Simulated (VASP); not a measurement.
Here is a VASP 6.6.1 calculation.

Contents of INCAR:

```
PREC     = Accurate       # precision mode
ENCUT    = 520            # plane-wave cutoff, eV
EDIFF    = 1E-6           # SCF threshold, eV
ISMEAR   = -1             # smearing method
SIGMA    = 0.05           # smearing width, eV
LREAL    = F              # projectors in reciprocal space
LASPH    = T              # aspherical terms in the spheres
NELM     = 150            # most SCF steps
ALGO     = Normal         # electronic algorithm
ISIF     = 2              # what is computed and relaxed
LWAVE    = F              # write WAVECAR
LCHARG   = F              # write CHGCAR
LMAXMIX  = 4              # l up to which the mixer works
LDAU     = T              # DFT+U
LDAUTYPE = 2            
LDAUL    = 2 2 -1         # shell
LDAUU    = 2 2 0          # U, eV
LDAUJ    = 0 0 0        
LDAUPRINT= 1            
GGA      = PS             # functional
NBANDS   = 24             # bands
```

Contents of KPOINTS:

```
regular mesh
0
Gamma
  8 8 6
```

File POSCAR:

```
HfMoC2
1.0
    3.1914230000      0.0000000000      0.0000000000
    0.0000000000      3.1914230000      0.0000000000
    0.0000000000      0.0000000000      4.4851640000
Hf Mo C
1 1 2
Direct
    0.0000000000      0.0000000000      0.0000000000
    0.5000000000      0.5000000000      0.5000000000
    0.5000000000      0.5000000000      0.0000000000
    0.0000000000      0.0000000000      0.5000000000
```

Potentials or basis: VASP PAW PBE potentials, release 64 (Hf_pv, Mo_sv, C).

Launch:

```bash
$ cat potpaw_PBE.64/Hf_pv/POTCAR potpaw_PBE.64/Mo_sv/POTCAR potpaw_PBE.64/C/POTCAR > POTCAR
$ mpirun -np 1 vasp_std > vasp.out
```

(1) What does it give for the band gap on the k mesh?

(2) What does it give for the pressure?

Answers

(1) zero (band 16 reaches 10.55 eV, above the bottom of band 17 at 8.18 eV).

(2) -3.3 GPa.

Caveat: the PAW data sets were made with another functional, which shifts forces and pressure a little; spin-orbit coupling is left out, which moves the levels of the heavy elements; U without spin polarisation on a metal has little footing; the U is typed as a test and isn't derived for this compound.
